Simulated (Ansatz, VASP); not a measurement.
## Two plane-wave programs on Zr2BN3

```
Zr B N
1.0
     5.28937    0.00000    0.00000
    -2.64469    4.58073    0.00000
     0.00000    0.00000    2.69649
Zr B N
2 1 3
Direct
  0.33333 0.66667 0.00000
  0.66667 0.33333 0.00000
  0.00000 0.00000 0.00000
  0.50000 0.00000 0.50000
  0.50000 0.50000 0.50000
  0.00000 0.50000 0.50000
```

Change from the starting cell: species swapped into the EuB2Rh3 type (P6/mmm, No. 191).

Alike in both runs: task relaxation of cell and atoms; functional PBE; k mesh 6 × 6 × 6; occupations gaussian, width 0.1 eV; no spin polarisation.

|  | VASP | Ansatz |
| --- | --- | --- |
| version | VASP 6.6.1 | Ansatz 0.2.0 |
| potentials or method | VASP PAW PBE potentials, release 64 (Zr_sv, B, N), cutoff 600 eV | scalar-relativistic, plane waves, PAW |
| valence electrons in the cell | 42 | 42 |

Ansatz gave:

| Quantity | Value |
| --- | --- |
| gap on the k mesh at the Fermi level, each at its own relaxed structure (eV) | none |
| relaxed volume (Å³/atom) | 13.60 |
| relaxed length of the cell vector where the two differ most in proportion (Å) | 5.636 |

Question: What did VASP give for the same quantities?

Answer: gap on the k mesh at the Fermi level, each at its own relaxed structure (eV): none; relaxed volume (Å³/atom): 13.58; relaxed length of the cell vector where the two differ most in proportion (Å): 5.632.

A gap of «none» marks a metal or a gap that the smearing closes.

The k mesh is coarse, so the values compare programs but aren't converged. Noted on VASP's run: the volume moved by over 15 % at a fixed basis, so the end points are rough.
